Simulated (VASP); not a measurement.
Write the native input for VASP 6.6.1 that does the following.

- Task: electric field gradients
- Functional: LDA
- Potentials or basis: VASP PAW LDA potentials, release 64 (Ba_sv, Ti_sv, O)
- Cutoff: 520 eV
- k mesh: 8 × 8 × 8
- Occupations: fermi-dirac, width 0.05 eV
- Spin: no spin polarisation
- Dipole correction: no
- Further INCAR settings: ALGO = Normal; EDIFF = 1e-08; NBANDS = 28

The structure of BaTiO3 lies in POSCAR:

```
BaTiO3
1.0
    4.0073000000      0.0000000000      0.0000000000
    0.0000000000      4.0073000000      0.0000000000
    0.0000000000      0.0000000000      4.0874460000
Ba Ti O
1 1 3
Direct
    0.5000000000      0.5000000000      0.5000000000
    0.0000000000      0.0000000000      0.0000000000
    0.5000000000      0.0000000000      0.0000000000
    0.0000000000      0.5000000000      0.0000000000
    0.0000000000      0.0000000000      0.5000000000
```

This cell differs from its parent crystal: zz strain of +2 %.

The input as run:

INCAR

```
PREC     = Accurate       # precision mode
ENCUT    = 520            # plane-wave cutoff, eV
EDIFF    = 1E-8           # SCF threshold, eV
ISMEAR   = -1             # smearing method
SIGMA    = 0.05           # smearing width, eV
LREAL    = F              # projectors in reciprocal space
LASPH    = T              # aspherical terms in the spheres
NELM     = 100            # most SCF steps
ALGO     = Normal         # electronic algorithm
ISIF     = 2              # what is computed and relaxed
LWAVE    = F              # write WAVECAR
LCHARG   = F              # write CHGCAR
LEFG     = T            
NBANDS   = 28             # bands
```

KPOINTS

```
regular mesh
0
Gamma
  8 8 8
```

Potentials or basis: VASP PAW LDA potentials, release 64 (Ba_sv, Ti_sv, O).

Launch:

```bash
$ cat potpaw_LDA.64/Ba_sv/POTCAR potpaw_LDA.64/Ti_sv/POTCAR potpaw_LDA.64/O/POTCAR > POTCAR
$ mpirun -np 1 vasp_std > vasp.out
```

It gave:

The pressure is -10.4 GPa. The band gap on the k mesh is 1.57 eV (least direct gap 1.76 eV). The largest electric field gradient by atom is Ba +4.1; Ti +17.3; O +20.3, +29.7 (each value once) V/Å².

Caveat: the cell differs from its parent crystal (zz strain of +2 %); the cell stands under tension; without QUAD_EFG the Cq values of the log hold for a quadrupole moment of 1 mb, not for the nuclei; spin-orbit coupling is left out, which moves the levels of the heavy elements.

Run time: 2.2 min on 1 thread of Intel(R) Xeon(R) Platinum 8488C (Sapphire Rapids) (shared host), peak memory 0.25 GiB.
